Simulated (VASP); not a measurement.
# AlNi (Pm-3m) in VASP: a series of runs

AlNi is run at these levels: PBEsol, RPBE, revPBE, BLYP, LDA; tasks: single point.

Program: VASP 6.6.1. These are calculated values, not measurements. Logs are shortened: lines on timing, memory, paths and dates and some standing lists are left out, and cuts for length are marked.

### Step 1. The cell of the first run

The structure is cubic, space group Pm-3m (No. 221). The conventional cell has a = 2.881 Å, b = 2.881 Å, c = 2.881 Å, α = 90.00°, β = 90.00°, γ = 90.00°. Al (site symmetry m-3m) has 8 Ni at 2.50 Å and 6 Al at 2.88 Å within 3.3 Å. Within 3.3 Å of Ni (site symmetry m-3m) lie 8 Al at 2.50 Å and 6 Ni at 2.88 Å.

### Step 2. Single point, PBEsol, collinear spin, ferromagnetic start

INCAR reads:

```
SYSTEM = AlNi
ALGO = Normal
EDIFF = 1E-7
ENCUT = 520
GGA = PS
ISIF = 2
ISMEAR = -1
ISPIN = 2
LASPH = .True.
LCHARG = .False.
LMAXMIX = 4
LORBIT = 11
LREAL = .False.
LWAVE = .False.
MAGMOM = 0 1
NBANDS = 18
NELM = 150
PREC = Accurate
SIGMA = 0.1
```

KPOINTS reads:

```
k-points
0
Gamma
  10 10 10
  0 0 0
```

POSCAR reads:

```
AlNi
1.0
    2.8810000000      0.0000000000      0.0000000000
    0.0000000000      2.8810000000      0.0000000000
    0.0000000000      0.0000000000      2.8810000000
Al Ni
1 1
Direct
    0.0000000000      0.0000000000      0.0000000000
    0.5000000000      0.5000000000      0.5000000000
```

Potentials or basis: VASP PAW PBE potentials, release 64 (Al, Ni).

Launch:

```console
cat potpaw_PBE.64/Al/POTCAR potpaw_PBE.64/Ni/POTCAR > POTCAR
mpirun -np 1 vasp_std > vasp.out
```

OUTCAR:

```text
SYSTEM = AlNi
   EDIFF = 1E-7
   ENCUT = 520
   GGA = PS
   ISIF = 2
   ISMEAR = -1
   ISPIN = 2
   LASPH = .True.
   LORBIT = 11
   LREAL = .False.
   NELM = 150
   PREC = Accurate

 ion  position               nearest neighbor table
   1  0.000  0.000  0.000-   2 2.50   2 2.50   2 2.50   2 2.50   2 2.50   2 2.50   2 2.50   2 2.50

   2  0.500  0.500  0.500-   1 2.50   1 2.50   1 2.50   1 2.50   1 2.50   1 2.50   1 2.50   1 2.50

  LATTYP: Found a simple cubic cell.
 ALAT       =     2.8810000000

  Lattice vectors:

 A1 = (   2.8810000000,   0.0000000000,   0.0000000000)
 A2 = (   0.0000000000,   2.8810000000,   0.0000000000)
 A3 = (   0.0000000000,   0.0000000000,   2.8810000000)

Analysis of symmetry for initial positions (statically):
=====================================================================
 Subroutine PRICEL returns:
 Original cell was already a primitive cell.

 Routine SETGRP: Setting up the symmetry group for a
 simple cubic supercell.

 Subroutine GETGRP returns: Found 48 space group operations
 (whereof 48 operations were pure point group operations)
 out of a pool of 48 trial point group operations.

The static configuration has the point symmetry O_h .

Analysis of symmetry for dynamics (positions and initial velocities):
=====================================================================
 Subroutine PRICEL returns:
 Original cell was already a primitive cell.

 Routine SETGRP: Setting up the symmetry group for a
 simple cubic supercell.

 Subroutine GETGRP returns: Found 48 space group operations
 (whereof 48 operations were pure point group operations)
 out of a pool of 48 trial point group operations.

The dynamic configuration has the point symmetry O_h .

Analysis of structural, dynamic, and magnetic symmetry:
=====================================================================
 Subroutine PRICEL returns:
 Original cell was already a primitive cell.

 Routine SETGRP: Setting up the symmetry group for a
 simple cubic supercell.

 Subroutine GETGRP returns: Found 48 space group operations
 (whereof 48 operations were pure point group operations)
 out of a pool of 48 trial point group operations.

The overall configuration has the point symmetry O_h .

 Subroutine INISYM returns: Found 48 space group operations
 (whereof 48 operations are pure point group operations),
 and found     1 'primitive' translations

----------------------------------------------------------------------------------------

                                     Primitive cell

  volume of cell :      23.9128

  direct lattice vectors                    reciprocal lattice vectors
     2.881000000  0.000000000  0.000000000     0.347101701  0.000000000  0.000000000
     0.000000000  2.881000000  0.000000000     0.000000000  0.347101701  0.000000000
[... 113 lines left out ...]
   IVDW    =     0    specifies the selected vdW correction
   LEPSILON=     F    determine dielectric tensor
   LRPA    =     F    only Hartree local field effects (RPA)
 spin polarized calculation
  energy-cutoff  :      520.00
  volume of cell :       23.91
 maximum number of plane-waves:       661
 NGX is ok and might be reduce to    24
   NGX = 11   NGY = 11   NGZ = 11

 number of electron      13.0000015 magnetization       0.0003937

 number of electron      13.0000015 magnetization      -0.0000944

 Free energy of the ion-electron system (eV)
  ---------------------------------------------------
  ext. energy  EPLUGINS =         0.00000000
  ---------------------------------------------------
  free energy    TOTEN  =       -11.59807318 eV

  energy without entropy =      -11.57360914  energy(sigma->0) =      -11.58584116

 E-fermi :   9.9125     XC(G=0): -12.1661

 val. band max:        9.8917906178   @ k =   0.4000   0.4000   0.2000
 cond. band min:       9.9863817334   @ k =   0.4000   0.3000   0.2000
 fundamental gap:      0.0945911157
 Fermi energy:         9.9124635439

 spin component 1

 k-point     1 :       0.0000    0.0000    0.0000
  band No.  band energies     occupation
      1      -1.2338      1.00000
      2       6.6601      1.00000
      3       6.6601      1.00000
      4       8.3551      1.00000
      5       8.3551      1.00000
      6       8.3551      1.00000
[... 493 lines left out ...]
     17      30.9082      0.00000
     18      35.1752      0.00000

 [... further k-points ...]

 spin component 2

 k-point     1 :       0.0000    0.0000    0.0000
  band No.  band energies     occupation
      1      -1.2338      1.00000
      2       6.6601      1.00000
      3       6.6601      1.00000
      4       8.3551      1.00000
      5       8.3551      1.00000
      6       8.3551      1.00000
[... 493 lines left out ...]
     17      30.9083      0.00000
     18      35.1752      0.00000

 [... further k-points ...]

------------------------ aborting loop because EDIFF is reached ----------------------------------------

  FORCE on cell =-STRESS in cart. coord.  units (eV):
  Direction    XX          YY          ZZ          XY          YZ          ZX
  --------------------------------------------------------------------------------------
  -------------------------------------------------------------------------------------
  Total       -0.4685267     -0.4685267     -0.4685267      0.0000000     -0.0000000      0.0000000
  in kB      -31.3917213    -31.3917213    -31.3917213      0.0000000     -0.0000000      0.0000000
  external PRESSURE =     -31.3917213 kB  Pullay stress =       0.0000000 kB

 VOLUME and BASIS-vectors are now :
 -----------------------------------------------------------------------------
  energy-cutoff  :      520.00
  volume of cell :       23.91
      direct lattice vectors                 reciprocal lattice vectors
     2.881000000  0.000000000  0.000000000     0.347101701  0.000000000  0.000000000
     0.000000000  2.881000000  0.000000000     0.000000000  0.347101701  0.000000000
     0.000000000  0.000000000  2.881000000     0.000000000  0.000000000  0.347101701

 POSITION                                       TOTAL-FORCE (eV/Angst)
 -----------------------------------------------------------------------------------
      0.00000      0.00000      0.00000         0.000000      0.000000      0.000000
      1.44050      1.44050      1.44050         0.000000      0.000000      0.000000
 -----------------------------------------------------------------------------------
    total drift:                                0.000000      0.000000     -0.000000

  FREE ENERGIE OF THE ION-ELECTRON SYSTEM (eV)
  ---------------------------------------------------
  free  energy   TOTEN  =       -11.5980731764 eV

  energy  without entropy=      -11.5736091414  energy(sigma->0) =      -11.58584116

 total charge

# of ion       s       p       d       tot
------------------------------------------
    1        0.383   0.412   0.000   0.795
    2        0.479   0.520   8.478   9.478
--------------------------------------------------
tot          0.862   0.933   8.478  10.273

 magnetization (x)

# of ion       s       p       d       tot
------------------------------------------
    1       -0.000  -0.000   0.000  -0.000
    2        0.000   0.000   0.000   0.000
--------------------------------------------------
tot          0.000   0.000   0.000   0.000
```

OSZICAR:

```text
N       E                     dE             d eps       ncg     rms          rms(c)
DAV:   1     0.440355941731E+02    0.44036E+02   -0.52278E+03  4154   0.788E+02
DAV:   2    -0.105103159496E+02   -0.54546E+02   -0.47664E+02  4354   0.162E+02
DAV:   3    -0.131478939512E+02   -0.26376E+01   -0.25679E+01  4864   0.365E+01
DAV:   4    -0.131826572365E+02   -0.34763E-01   -0.34734E-01  4730   0.370E+00
DAV:   5    -0.131833953956E+02   -0.73816E-03   -0.73812E-03  4756   0.586E-01    0.133E+01
DAV:   6    -0.156224053603E+02   -0.24390E+01   -0.47513E+01  4576   0.808E+01    0.176E+01
DAV:   7    -0.116331709766E+02    0.39892E+01   -0.13769E+01  4610   0.469E+01    0.181E+00
DAV:   8    -0.116123864646E+02    0.20785E-01   -0.36316E-01  5184   0.570E+00    0.107E+00
DAV:   9    -0.115978548456E+02    0.14532E-01   -0.39248E-02  4990   0.186E+00    0.580E-01
DAV:  10    -0.115981319129E+02   -0.27707E-03   -0.11207E-03  5716   0.307E-01    0.191E-01
DAV:  11    -0.115980172555E+02    0.11466E-03   -0.13165E-03  5190   0.293E-01    0.930E-02
DAV:  12    -0.115980772007E+02   -0.59945E-04   -0.17347E-04  5244   0.111E-01    0.418E-02
DAV:  13    -0.115980733036E+02    0.38972E-05   -0.12891E-05  5328   0.404E-02    0.118E-02
DAV:  14    -0.115980732122E+02    0.91316E-07   -0.11463E-06  5588   0.106E-02    0.496E-03
DAV:  15    -0.115980731764E+02    0.35812E-07   -0.82601E-08  2434   0.291E-03
   1 F= -.11598073E+02 E0= -.11585841E+02  d E =-.244640E-01  mag=     0.0000
```

stdout:

```text
POSCAR found type information on POSCAR AlNi
 POSCAR found :  2 types and       2 ions
 scaLAPACK will be used
 -----------------------------------------------------------------------------
|                                                                             |
|                                                                             |
|     You enforced a specific xc type in the INCAR file but a different       |
|     I HOPE YOU KNOW WHAT YOU ARE DOING!                                     |
|                                                                             |
 -----------------------------------------------------------------------------

 LDA part: xc-table for (Slater+PW92), standard interpolation
 POSCAR, INCAR and KPOINTS ok, starting setup
 FFT: planning ... GRIDC
 FFT: planning ... GRID_SOFT
 FFT: planning ... GRID
 WAVECAR not read
 entering main loop
```

It took 28 s on 1 thread of AMD EPYC 9R45 (Zen 5), shared host; peak memory 0.14 GiB.

What came out:

| Item | Value |
| --- | --- |
| Free energy | -11.5981 eV |
| Pressure | -3.1 GPa |
| Net moment | 0.00 μB per cell |
| Valence electrons inside the program's atomic spheres | Al 0.80; Ni 9.48 |

Caveat: the PAW data sets were made with another functional, which shifts forces and pressure a little.

### Step 3. Single point, RPBE, collinear spin, ferromagnetic start

INCAR reads:

```
SYSTEM = AlNi
PREC = Accurate
ENCUT = 520
EDIFF = 1E-7
ISMEAR = -1
SIGMA = 0.1
LREAL = .False.
LASPH = .True.
NELM = 150
ALGO = Normal
ISIF = 2
LWAVE = .False.
LCHARG = .True.
ISPIN = 2
MAGMOM = 0 1
LORBIT = 11
LMAXMIX = 4
GGA = RP
LELF = .True.
LVHAR = .True.
NBANDS = 18
```

KPOINTS reads:

```
regular mesh
0
Gamma
  10 10 10
  0 0 0
```

POSCAR is that of step 2.

Potentials or basis: VASP PAW PBE potentials, release 64 (Al, Ni).

Launch:

```console
cat potpaw_PBE.64/Al/POTCAR potpaw_PBE.64/Ni/POTCAR > POTCAR
mpirun -np 1 vasp_std > vasp.out
```

It took 29 s on 1 thread of AMD EPYC 9R45 (Zen 5), shared host; peak memory 0.14 GiB.

The run converged. Its results:

```yaml
Free_energy: -9.7498 eV
Pressure: 5.8 GPa
Net_moment: 0.00 μB per cell
Valence_electrons_inside_the_program's_atomic_spheres: Al 0.80; Ni 9.45
```

Levels at points of the mesh, in eV from the Fermi level:
Spin up:
| k point | band 3 | band 4 | band 5 | band 6 | band 7 | band 8 | band 9 | band 10 |
| --- | --- | --- | --- | --- | --- | --- | --- | --- |
| (0.00, 0.00, 0.00) | -3.24 | -1.55 | -1.55 | -1.55 | 5.51 | 5.51 | 5.51 | 8.06 |
| (0.50, 0.00, 0.00) | -2.76 | -2.25 | -2.25 | -1.46 | -0.65 | 8.21 | 10.01 | 10.01 |
| (0.50, 0.50, 0.00) | -2.91 | -2.91 | -2.08 | -2.08 | -1.02 | 1.48 | 2.48 | 12.34 |
| (0.50, 0.50, 0.50) | -4.11 | -0.99 | -0.99 | 1.98 | 1.98 | 1.98 | 3.78 | 4.42 |
Spin down:
```
           k point  band 2  band 3  band 4  band 5  band 6  band 7  band 8  band 9  band 10  band 11
(0.00, 0.00, 0.00)   -3.24   -3.24   -1.55   -1.55   -1.55    5.51    5.51    5.51     8.06     8.06
(0.50, 0.00, 0.00)   -6.79   -2.76   -2.25   -2.25   -1.46   -0.65    8.21   10.01    10.01    10.92
(0.50, 0.50, 0.00)   -3.37   -2.91   -2.91   -2.08   -2.08   -1.02    1.48    2.48    12.35    15.09
(0.50, 0.50, 0.50)   -4.11   -4.11   -0.99   -0.99    1.98    1.98    1.98    3.78     4.42     4.42
```

Caveat: the PAW data sets were made with another functional, which shifts forces and pressure a little.

(Continued in part 2 of 3.)
